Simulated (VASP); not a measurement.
A run of VASP 6.6.1:

Contents of INCAR:

```
ALGO     = Normal         # electronic algorithm
EDIFF    = 1E-7           # SCF threshold, eV
ENCUT    = 520            # plane-wave cutoff, eV
GGA      = PS             # functional
ISIF     = 2              # what is computed and relaxed
ISMEAR   = 0              # smearing method
LASPH    = True           # aspherical terms in the spheres
LCHARG   = False          # write CHGCAR
LREAL    = False          # projectors in reciprocal space
LWAVE    = False          # write WAVECAR
NBANDS   = 34             # bands
NELM     = 60             # most SCF steps
PREC     = Accurate       # precision mode
SIGMA    = 0.05           # smearing width, eV
```

File KPOINTS:

```
k-points
0
Gamma
  10 10 10
```

Contents of POSCAR:

```
Li4NbO4
1.0
   -3.8119495391      3.8119495391      1.6301049253
    3.8119495391     -3.8119495391      1.6301049253
    3.8119495391      3.8119495391     -1.6301049253
Li Nb O
4 1 4
Direct
    0.4138386208      0.2370116581      0.6508502789
    0.8426719780      0.3341549847      0.1768269627
    0.1573280220      0.6658450153      0.8231730373
    0.6658450153      0.8426719780      0.5085169933
    0.0000000000      0.0000000000      0.0000000000
    0.7589255465      0.0797104317      0.8386359782
    0.9202895683      0.7589255465      0.6792151148
    0.0797104317      0.2410744535      0.3207848852
    0.2410744535      0.9202895683      0.1613640218
```

Potentials or basis: VASP PAW PBE potentials, release 64 (Li_sv, Nb_sv, O).

Run with:

```sh
$ cat potpaw_PBE.64/Li_sv/POTCAR potpaw_PBE.64/Nb_sv/POTCAR potpaw_PBE.64/O/POTCAR > POTCAR
$ mpirun -np 1 vasp_std > vasp.out
```

Hardware: 1 thread of Oxide Virtual Turin-like Processor, with other jobs on the host.

Question: How long does it take, and how much memory?

Answer: Run time: 42 min on 1 thread of Oxide Virtual Turin-like Processor, on a shared host, peak memory 0.77 GiB. Counts: scf iterations 17, k points 282.
